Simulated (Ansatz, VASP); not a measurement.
# KMgF3 in VASP and in Ansatz

```xyz
5
Lattice="3.9913 0.0000 0.0000 0.0000 3.9913 0.0000 0.0000 0.0000 3.9913" Properties=species:S:1:pos:R:3 pbc="T T T"
K     1.9956    1.9956    1.9956
Mg    0.0000    0.0000    0.0000
F     0.0000    1.9956    0.0000
F     0.0000    0.0000    1.9956
F     1.9956    0.0000    0.0000
```

Alike in both runs: functional PBEsol; k mesh 6 × 6 × 6; occupations gaussian, width 0.02 eV; no spin polarisation.

Ansatz relaxed the structure, and its values are those at the end. VASP's run is a single point on that final structure, the one shown.

```csv
,VASP,Ansatz
version,VASP 6.6.1,Ansatz 0.2.0
potentials or method,"VASP PAW PBE potentials, release 64 (K_sv, Mg, F), cutoff 600 eV","scalar-relativistic, plane waves, PAW"
valence electrons in the cell,32,40
```

|  | VASP | Ansatz | Ansatz less VASP |
| --- | --- | --- | --- |
| gap on the k mesh at the Fermi level (eV) | 7.09 | 7.12 | +0.021 |
| least direct gap on the mesh (eV) | 7.42 | 7.44 | +0.020 |
| pressure (GPa) | -0.5 | 0.0 | +0.49 |

VASP's potentials were made for PBE, not for PBEsol. With one functional, cell and mesh, what is left measures potentials, basis and numerics. VASP's potentials hold 32 valence electrons a cell and Ansatz's 40, so a difference there can come from the potentials and not from the codes.
